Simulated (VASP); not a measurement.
# GaCuSe2: relaxation of cell and atoms with r2SCAN

GaCuSe2:

```xyz
4
Lattice="3.7640 0.0000 0.0000 0.0000 3.7640 0.0000 0.0000 0.0000 5.3015" Properties=species:S:1:pos:R:3 pbc="T T T"
Cu    0.0000    0.0000    0.0000
Se    0.0000    0.0000    2.6508
Se    1.8820    1.8820    0.0000
Ga    1.8820    1.8820    2.6508
```

* Program: VASP 6.6.1
* Task: relaxation of cell and atoms
* Functional: r2SCAN
* Potentials or basis: VASP PAW PBE potentials, release 64 (Cu, Se, Ga_d)
* Cutoff: 600 eV
* k mesh: 6 × 6 × 4
* Occupations: fermi-dirac, width 0.02 eV
* Spin: no spin polarisation
* Dipole correction: no
* Further INCAR settings: ALGO = Normal; EDIFF = 1e-06; IBRION = 2; EDIFFG = -0.005; NSW = 80; ISIF = 3

- Relaxed volume: 18.27 Å³/atom
- Relaxed cell: a = 3.729 Å, b = 3.729 Å, c = 5.254 Å, α = 90.00°, β = 90.00°, γ = 90.00°
- Space group after relaxing (to 0.1 Å): P4/mmm (No. 123)
- Energy gained by relaxing: 3.6 meV/atom
- Ionic steps: 3
- Pressure after relaxing: 0.0 GPa
- Band gap on the k mesh: zero (bands 18 and 19 overlap by 2.61 eV)

Step by step:
```tsv
step	energy change (eV)	largest force (eV/Å)	pressure (GPa)	volume (Å³)
1	0.0000	0.0000	-2.18	75.11
2	-0.0126	0.0000	0.89	72.37
3	-0.0144	0.0000	0.01	73.07
```

Final structure:
```cif
data_structure
_symmetry_space_group_name_H-M 'P 1'
_symmetry_Int_Tables_number 1
_cell_length_a 3.7292
_cell_length_b 3.7292
_cell_length_c 5.2540
_cell_angle_alpha 90.000
_cell_angle_beta 90.000
_cell_angle_gamma 90.000
_cell_volume 73.07
loop_
_atom_site_label
_atom_site_type_symbol
_atom_site_fract_x
_atom_site_fract_y
_atom_site_fract_z
_atom_site_occupancy
Cu1 Cu 0.00000 0.00000 0.00000 1
Se1 Se 0.00000 0.00000 0.50000 1
Se2 Se 0.50000 0.50000 0.00000 1
Ga1 Ga 0.50000 0.50000 0.50000 1
```

Levels at points of the mesh, in eV from the Fermi level:
```tsv
k point	band 15	band 16	band 17	band 18	band 19	band 20	band 21	band 22
(0.00, 0.00, 0.00)	-2.49	-2.24	-1.34	-1.20	-1.20	1.91	4.47	8.43
(0.50, 0.00, 0.00)	-2.05	-2.04	-1.82	0.29	2.08	2.69	3.87	6.09
(0.50, 0.50, 0.00)	-2.67	-2.67	-2.37	-2.29	-2.03	0.70	4.77	4.77
(0.00, 0.00, 0.50)	-2.02	-1.98	-1.98	-1.42	0.59	2.51	4.92	6.58
(0.50, 0.00, 0.50)	-1.44	-1.31	0.55	0.58	2.31	2.66	2.87	4.33
(0.50, 0.50, 0.50)	-2.34	-2.29	-2.13	-1.90	1.24	4.12	4.44	7.25
```

Wall time 4.5 min on 1 thread of Intel(R) Xeon(R) 6975P-C (Granite Rapids), with other jobs on the host, peak memory 0.25 GiB.

Caveat: the PAW data sets were made with another functional, which shifts forces and pressure a little. With open d or f shells a metallic result of r2SCAN can be an artefact of self-interaction; +U or a hybrid may open a gap.
